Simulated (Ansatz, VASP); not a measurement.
Y2Si3O in VASP and in Ansatz

```xyz
6
Lattice="4.7091 0.0000 0.0000 -2.3545 4.0782 0.0000 0.0000 0.0000 7.7570" Properties=species:S:1:pos:R:3 pbc="T T T"
Y     0.0000    0.0000    0.0000
Y     2.3545    1.3594    3.8785
Si    0.0000    2.7188    3.8785
Si    2.3545    1.3594    6.6475
Si    2.3545    1.3594    1.1095
O     0.0000    0.0000    3.8785
```

Alike in both runs: task single point; functional PBE; k mesh 12 × 12 × 6; occupations gaussian, width 0.1 eV; no spin polarisation.

|  | VASP | Ansatz |
| --- | --- | --- |
| version | VASP 6.6.1 | Ansatz 0.2.0 |
| potentials or method | VASP PAW PBE potentials, release 64 (Y_sv, Si, O), cutoff 520 eV | scalar-relativistic, plane waves, PAW |
| valence electrons in the cell | 40 | 40 |

Ansatz gave:

| Quantity | Value |
| --- | --- |
| gap on the k mesh at the Fermi level (eV) | none |
| pressure (GPa) | 0.0 |

**Question.** Which values does VASP return?

**Answer.** gap on the k mesh at the Fermi level (eV): none; pressure (GPa): -0.1.

A gap of «none» marks a metal or a gap that the smearing closes. With one functional, cell and mesh, what is left measures potentials, basis and numerics.
